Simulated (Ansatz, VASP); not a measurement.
## Rh in VASP and in Ansatz

INCAR

```
PREC = Accurate ; ENCUT = 520
EDIFF = 1E-6 ; ISMEAR = 0
SIGMA = 0.15 ; LREAL = False
LASPH = True ; NELM = 100
ALGO = Fast ; ISIF = 2
LWAVE = False ; LCHARG = False
GGA = PE ; NBANDS = 22
```

File KPOINTS:

```
Automatic mesh
0
Gamma
  21 21 12
```

Contents of POSCAR:

```
Rh
1.0
    2.8325798119      0.0000000000      0.0000000000
   -1.4162899060      2.4530860753      0.0000000000
    0.0000000000      0.0000000000      4.4230733762
Rh
2
Direct
    0.6666666667      0.3333333333      0.7500000000
    0.3333333333      0.6666666667      0.2500000000
```

Input for Ansatz:

```yaml
crystal:
  lattice:
    - [2.8325798119, 0.0, 0.0]
    - [-1.416289906, 2.4530860753, 0.0]
    - [0.0, 0.0, 4.4230733762]
  atoms:
    - { symbol: Rh, position: [0.6666666667, 0.3333333333, 0.75] }
    - { symbol: Rh, position: [0.3333333333, 0.6666666667, 0.25] }
basis:
  ecutwfc: 420
kpoints:
  mp_grid: { grid: [21, 21, 12] }
hamiltonian:
  xc: pbe
  pseudopotentials: { kind: paw, azcp: { folder: soft_1 } }
scf:
  occupations: { method: gaussian, width: 0.15 }
output:
  forces: true
  stress: true
  eigenvalues: true
```

Alike in both runs: task single point; functional PBE; k mesh 21 × 21 × 12; occupations gaussian, width 0.15 eV; no spin polarisation.

|  | VASP | Ansatz |
| --- | --- | --- |
| version | VASP 6.6.1 | Ansatz 0.2.0 |
| potentials or method | VASP PAW PBE potentials, release 64 (Rh_pv), cutoff 520 eV | scalar-relativistic, plane waves, PAW |
| valence electrons in the cell | 30 | 34 |

```tsv
	VASP	Ansatz	Ansatz less VASP
gap on the k mesh at the Fermi level (eV)	none	none	-
pressure (GPa)	-17.0	-17.0	-0.08
traceless stress, the component that is largest in VASP (GPa)	3.20	3.19	-0.006
```

A gap of «none» marks a metal or a gap that the smearing closes. VASP's potentials hold 30 valence electrons a cell and Ansatz's 34, so a difference there can come from the potentials and not from the codes.
